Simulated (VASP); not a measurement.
Write the native input for VASP 6.6.1 that does the following.

| Quantity | Value |
| --- | --- |
| Task | single point |
| Functional | PBEsol |
| Potentials or basis | VASP PAW PBE potentials, release 64 (Bi_d) |
| Cutoff | 520 eV |
| k mesh | 11 × 11 × 1 |
| Occupations | fermi-dirac, width 0.05 eV |
| Spin | no spin polarisation |
| Dipole correction | yes |
| Further INCAR settings | ALGO = Normal; EDIFF = 1e-06; NBANDS = 38 |

The structure of Bi lies in POSCAR:

```
Bi
1.0
    3.4905818588      0.0000000000      0.0000000000
    0.0000000000      3.4905818588      0.0000000000
    0.0000000000      0.0000000000     23.4046000000
Bi
4
Direct
    0.2500000000      0.2500000000      0.3502293075
    0.7500000000      0.7500000000      0.4459164286
    0.2500000000      0.2500000000      0.5540835683
    0.7500000000      0.7500000000      0.6497706950
```

The input as run:

INCAR

```
ALGO = Normal
DIPOL = 0.5 0.5 0.500
EDIFF = 1E-6
ENCUT = 520
GGA = PS
IDIPOL = 3
ISIF = 2
ISMEAR = -1
LASPH = True
LCHARG = False
LDIPOL = True
LREAL = False
LWAVE = False
NBANDS = 38
NELM = 80
PREC = Accurate
SIGMA = 0.05
```

KPOINTS

```
k-points
0
Gamma
  11 11 1
```

Potentials or basis: VASP PAW PBE potentials, release 64 (Bi_d).

The run is started by

```bash
$ cat potpaw_PBE.64/Bi_d/POTCAR > POTCAR
$ mpirun -np 1 vasp_std > vasp.out
```

It gave:

```yaml
Largest_force: 0.009 eV/Å
Band_gap_on_the_k_mesh: zero (bands 30 and 31 overlap by 2.51 eV)
```

Caveat: the PAW data sets were made with another functional, which shifts forces and pressure a little; spin-orbit coupling is left out, which moves the levels of the heavy elements.

It took 3.1 min on 1 thread of Intel(R) Xeon(R) 6975P-C (Granite Rapids), on a shared host, peak memory 0.44 GiB.
